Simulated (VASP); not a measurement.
# ZrPdSe4 (P6/mmm) in VASP: notebook, part 2 of 2

VASP 6.6.1. Earlier steps stand in the parts before.

### 5 Relaxation of cell and atoms, PBE

This run uses another cell than the first one, of 20.28 Å³/atom.

INCAR reads:

```
ALGO     = Normal         # electronic algorithm
EDIFF    = 1E-7           # SCF threshold, eV
EDIFFG   = -0.04          # ionic threshold
ENCUT    = 600            # plane-wave cutoff, eV
GGA      = PE             # functional
IBRION   = 2              # ionic algorithm
ISIF     = 3              # what is computed and relaxed
ISMEAR   = 0              # smearing method
LASPH    = T              # aspherical terms in the spheres
LCHARG   = F              # write CHGCAR
LREAL    = F              # projectors in reciprocal space
LWAVE    = F              # write WAVECAR
NELM     = 80             # most SCF steps
NSW      = 90             # ionic steps
PREC     = Accurate       # precision mode
SIGMA    = 0.1            # smearing width, eV
```

KPOINTS reads:

```
k-points
0
Gamma
  6 6 2
```

POSCAR reads:

```
ZrPdSe4
1.0
    3.9846441600      0.0000000000      0.0000000000
   -1.9923220800      3.4508030700      0.0000000000
    0.0000000000      0.0000000000      8.8476038100
Zr Pd Se
1 1 4
Direct
    0.0000000000      0.0000000000      0.5000000000
    0.0000000000      0.0000000000      0.0000000000
    0.6666666700      0.3333333300      0.2336920100
    0.3333333300      0.6666666700      0.7663079900
    0.3333333300      0.6666666700      0.2336920100
    0.6666666700      0.3333333300      0.7663079900
```

Potentials or basis: VASP PAW PBE potentials, release 64 (Zr_sv, Pd, Se).

Started as:

```console
$ cat potpaw_PBE.64/Zr_sv/POTCAR potpaw_PBE.64/Pd/POTCAR potpaw_PBE.64/Se/POTCAR > POTCAR
$ mpirun -np 1 vasp_std > vasp.out
```

OUTCAR:

```text
EDIFF = 1E-7
   EDIFFG = -0.04
   ENCUT = 600
   GGA = PE
   IBRION = 2
   ISIF = 3
   ISMEAR = 0
   LASPH = T
   LREAL = F
   NELM = 80
   NSW = 90
   PREC = Accurate

 ion  position               nearest neighbor table
   1  0.000  0.000  0.500-   3 3.29   4 3.29   5 3.29   6 3.29   3 3.29   6 3.29   4 3.29   5 3.29
                             3 3.29   6 3.29   4 3.29   5 3.29
   2  0.000  0.000  0.000-   3 3.09   4 3.09   5 3.09   6 3.09   3 3.09   6 3.09   4 3.09   5 3.09
                             3 3.09   6 3.09   4 3.09   5 3.09
   3  0.667  0.333  0.234-   5 2.30   5 2.30   5 2.30   2 3.09   2 3.09   2 3.09   1 3.29   1 3.29
                             1 3.29
   4  0.333  0.667  0.766-   6 2.30   6 2.30   6 2.30   2 3.09   2 3.09   2 3.09   1 3.29   1 3.29
                             1 3.29
   5  0.333  0.667  0.234-   3 2.30   3 2.30   3 2.30   2 3.09   2 3.09   2 3.09   1 3.29   1 3.29
                             1 3.29
   6  0.667  0.333  0.766-   4 2.30   4 2.30   4 2.30   2 3.09   2 3.09   2 3.09   1 3.29   1 3.29
                             1 3.29

  LATTYP: Found a hexagonal cell.
 ALAT       =     3.9846441600
 C/A-ratio  =     2.2204250755

  Lattice vectors:

[... 725 lines left out ...]

 number of electron      45.9999997 magnetization

------------------------ aborting loop because EDIFF is reached ----------------------------------------
[... 75 lines left out ...]
--------------------------------------- Ionic step       22  -------------------------------------------

 number of electron      45.9999997 magnetization

 Free energy of the ion-electron system (eV)
  ---------------------------------------------------
  ext. energy  EPLUGINS =         0.00000000
  ---------------------------------------------------
  free energy    TOTEN  =       -27.98853913 eV

  energy without entropy =      -27.97315418  energy(sigma->0) =      -27.98084665

 E-fermi :   7.0027     XC(G=0): -10.9514

 val. band max:        6.9834219584   @ k =   0.5000   0.0000   0.0000
 cond. band min:       7.0562401790   @ k =   0.0000   0.0000   0.0000
 fundamental gap:      0.0728182206
 Fermi energy:         7.0027284964

 k-point     1 :       0.0000    0.0000    0.0000
  band No.  band energies     occupation
      1     -43.0366      2.00000
      2     -21.0518      2.00000
      3     -20.9872      2.00000
      4     -20.9872      2.00000
      5      -8.8389      2.00000
      6      -6.4270      2.00000
[... 442 lines left out ...]
  FREE ENERGIE OF THE ION-ELECTRON SYSTEM (eV)
  ---------------------------------------------------
  free  energy   TOTEN  =       -27.9885391261 eV

  energy  without entropy=      -27.9731541777  energy(sigma->0) =      -27.98084665

 reached required accuracy - stopping structural energy minimisation
```

CONTCAR:

```text
ZrPdSe4
   1.00000000000000
     4.9299829467868834    0.0000000000000000   -0.0000000000000000
    -2.4649914733934417    4.2694904762580688    0.0000000000000000
    -0.0000000000000000   -0.0000000000000000    5.6748754448663101
  Zr              Pd              Se
     1     1     4
Direct
     0.0000000000000000    0.0000000000000000    0.5000000000000000
     0.0000000000000000    0.0000000000000000    0.0000000000000000
     0.6666666699999979    0.3333333300000021    0.2682131177747630
     0.3333333300000021    0.6666666699999979    0.7317868822252369
     0.3333333300000021    0.6666666699999979    0.2682131177747629
     0.6666666699999979    0.3333333300000021    0.7317868822252369

  0.00000000E+00  0.00000000E+00  0.00000000E+00
  0.00000000E+00  0.00000000E+00  0.00000000E+00
  0.00000000E+00  0.00000000E+00  0.00000000E+00
  0.00000000E+00  0.00000000E+00  0.00000000E+00
  0.00000000E+00  0.00000000E+00  0.00000000E+00
  0.00000000E+00  0.00000000E+00  0.00000000E+00
```

Wall time 12 min (1 thread of Intel Xeon 6975P-C (Granite Rapids), shared host); peak memory 0.32 GiB.

Results:

* Free energy: -27.9885 eV
* Relaxed volume: 19.91 Å³/atom
* Relaxed cell: a = 4.930 Å, b = 4.930 Å, c = 5.675 Å, α = 90.00°, β = 90.00°, γ = 120.00°
* Space group after relaxing (to 0.1 Å): P6/mmm (No. 191)
* Energy gained by relaxing: 1173.3 meV/atom
* Ionic steps: 22
* Pressure after relaxing: -0.1 GPa
* Band gap on the k mesh: zero (bands 23 and 24 overlap by 1.36 eV)

Stress tensor (GPa, compression positive):
```
-0.10  0.00  0.00
 0.00 -0.10  0.00
 0.00  0.00  0.01
```

Step by step:
```
step  energy change (eV)  largest force (eV/Å)  pressure (GPa)  volume (Å³)
   1              0.0000                0.5487           18.23       121.66
   2             -3.3186                0.7226           -8.88       164.10
   3             -3.3980                0.6899           -6.39       155.43
   4             -5.1702                0.5846           -6.78       141.59
   5             -3.5149                0.7637           31.00       101.17
   6             -5.6743                0.6131           -6.10       135.20
   7             -6.7098                0.7778           -0.22       118.96
   8             -6.5121                1.0104            9.46       110.26
   9             -6.7982                0.8601            2.09       116.21
  10             -6.8011                0.9102            3.95       114.38
  11             -6.8238                0.2747            0.40       119.87
  12             -6.9003                0.4607            1.88       117.21
  13             -6.9526                0.1568           -2.34       122.06
  14             -6.9705                0.2130           -1.02       120.34
  15             -6.9846                0.1512            0.25       118.52
  16             -6.9850                0.1495            0.53       118.14
  17             -6.9991                0.2397            0.32       118.40
  18             -7.0384                0.0639            0.22       119.21
  19             -7.0382                0.0866            0.15       119.02
  20             -7.0392                0.0107            0.18       119.12
  21             -7.0389                0.0133           -0.36       119.86
  22             -7.0399                0.0008           -0.06       119.45
```

Final structure:
```cif
data_structure
_symmetry_space_group_name_H-M 'P 1'
_symmetry_Int_Tables_number 1
_cell_length_a 4.9300
_cell_length_b 4.9300
_cell_length_c 5.6749
_cell_angle_alpha 90.000
_cell_angle_beta 90.000
_cell_angle_gamma 120.000
_cell_volume 119.45
loop_
_atom_site_label
_atom_site_type_symbol
_atom_site_fract_x
_atom_site_fract_y
_atom_site_fract_z
_atom_site_occupancy
Zr1 Zr 0.00000 0.00000 0.50000 1
Pd1 Pd 0.00000 0.00000 0.00000 1
Se1 Se 0.66667 0.33333 0.26821 1
Se2 Se 0.33333 0.66667 0.73179 1
Se3 Se 0.33333 0.66667 0.26821 1
Se4 Se 0.66667 0.33333 0.73179 1
```

Levels at points of the mesh, in eV from the Fermi level:
```csv
k point,band 19,band 20,band 21,band 22,band 23,band 24,band 25,band 26,band 27
"(0.00, 0.00, 0.00)",-2.26,-1.62,-1.62,0.05,0.05,0.67,1.70,1.78,1.78
"(0.50, 0.00, 0.00)",-1.36,-1.35,-0.78,-0.02,0.29,1.40,1.66,1.68,2.03
"(0.00, 0.00, 0.50)",-1.91,-1.44,-1.07,-1.07,-0.34,-0.34,0.26,0.40,2.16
"(0.50, 0.00, 0.50)",-1.78,-1.74,-1.32,-0.62,-0.52,-0.29,0.11,1.39,1.47
```

Caveat: a cell axis changed by over 15 % at a fixed basis, so the end point is rough.

### 6 Overview

| task | cell | k mesh | cutoff (eV) | gap on the mesh (eV) | pressure (GPa) | largest force (eV/Å) |
| --- | --- | --- | --- | --- | --- | --- |
| single point | a = 4.927, b = 4.927, c = 5.671 Å, angles 90.0, 90.0, 120.0°, 6 atoms, atomic positions A | 6 × 6 × 2 | 520 | none | 0.1 | 0.02 |
| single point | a = 3.985, b = 3.985, c = 8.848 Å, angles 90.0, 90.0, 120.0°, 6 atoms, atomic positions B | 6 × 6 × 2 | 520 | none | 18.2 | 0.55 |
| single point | a = 4.928, b = 4.928, c = 5.746 Å, angles 90.0, 90.0, 120.0°, 6 atoms, atomic positions C | 6 × 6 × 4 | 520 | none | 0.1 | 0.02 |
| relaxation of cell and atoms | relaxed from a = 3.985, b = 3.985, c = 8.848 Å, angles 90.0, 90.0, 120.0°, 6 atoms, atomic positions B | 6 × 6 × 2 | 600 | none | -0.1 | - |

Alike in all rows: level PBE; potentials or basis VASP PAW PBE potentials, release 64 (Zr_sv, Pd, Se); no spin polarisation; smearing gaussian 0.1 eV.

Caveats: some runs use coarse meshes; the cell stands under pressure (at least some runs); a cell axis changed by over 15 % at a fixed basis, so the end point is rough (at least some runs).

Absolute energies hang on the potentials; compare differences alone.
